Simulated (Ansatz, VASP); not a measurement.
## C in VASP and in Ansatz

```
CELL_PARAMETERS angstrom
0.00000 1.78574 1.87949
1.78574 0.00000 1.87949
1.78574 1.78574 0.00000
ATOMIC_POSITIONS crystal
C 0.50000 0.50000 0.50000
C 0.75000 0.75000 0.75000
```

Change from the starting cell: strain +0.0525 x Voigt [0, 0, 1, 0, 0, 0], atoms carried along.

Alike in both runs: task single point; functional PBE; k mesh 12 × 12 × 12; occupations gaussian, width 0.05 eV; no spin polarisation.

```csv
,VASP,Ansatz
version,VASP 6.6.1,Ansatz 0.2.0
potentials or method,"VASP PAW PBE potentials, release 64 (C), cutoff 520 eV","scalar-relativistic, plane waves, PAW"
valence electrons in the cell,8,8
```

Ansatz gave:

| Property | Result |
| --- | --- |
| gap on the k mesh at the Fermi level (eV) | 3.42 |
| least direct gap on the mesh (eV) | 5.00 |
| pressure (GPa) | -20.0 |
| traceless stress, the component that is largest in VASP (GPa) | -31.38 |

Task: What did VASP give for the same quantities?

Result: gap on the k mesh at the Fermi level (eV): 3.41; least direct gap on the mesh (eV): 4.99; pressure (GPa): -19.5; traceless stress, the component that is largest in VASP (GPa): -31.39.
